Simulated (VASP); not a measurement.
Input of a VASP 6.6.1 run:

The input INCAR:

```
PREC = Accurate
ENCUT = 820
EDIFF = 1E-6
ISMEAR = -1
SIGMA = 0.05
LREAL = F
LASPH = T
NELM = 120
ALGO = Normal
ISIF = 2
LWAVE = F
LCHARG = F
GGA = PE
NBANDS = 33
GGA_COMPAT = F
```

Contents of KPOINTS:

```
regular mesh
0
Gamma
  10 10 5
```

Contents of POSCAR:

```
CuO
1.0
    2.3129614193     -1.6902429297      0.0000000000
    2.3129614193      1.6902429297      0.0000000000
   -0.8489194314      0.0000000000      4.9910602940
Cu O
2 2
Direct
    0.0032000000      0.4968000000      0.0000000000
    0.4968000000      0.0032000000      0.5000000000
    0.5714000000      0.4056000000      0.2537000000
    0.4056000000      0.5714000000      0.7537000000
```

Potentials or basis: VASP PAW PBE potentials, release 64 (Cu_sv_GW, O).

The run is started by

```console
$ cat potpaw_PBE.64/Cu_sv_GW/POTCAR potpaw_PBE.64/O/POTCAR > POTCAR
$ mpirun -np 1 vasp_std > vasp.out
```

Question: Predict the pressure.

Answer: 13.2 GPa.

Question: What does it give for the band gap on the k mesh?

Answer: Zero (bands 25 and 26 overlap by 0.59 eV).

Question: Predict the largest force.

Answer: 0.900 eV/Å.

Stress tensor (GPa, compression positive):
```
13.38  0.00 -2.93
 0.00 12.31  0.00
-2.93  0.00 13.95
```

Caveat: the cell stands under pressure; semilocal functionals often make such compounds metallic where correlation or magnetic order opens a gap, which also shifts bond lengths. With open d or f shells a metallic result of PBE can be an artefact of self-interaction; +U or a hybrid may open a gap.
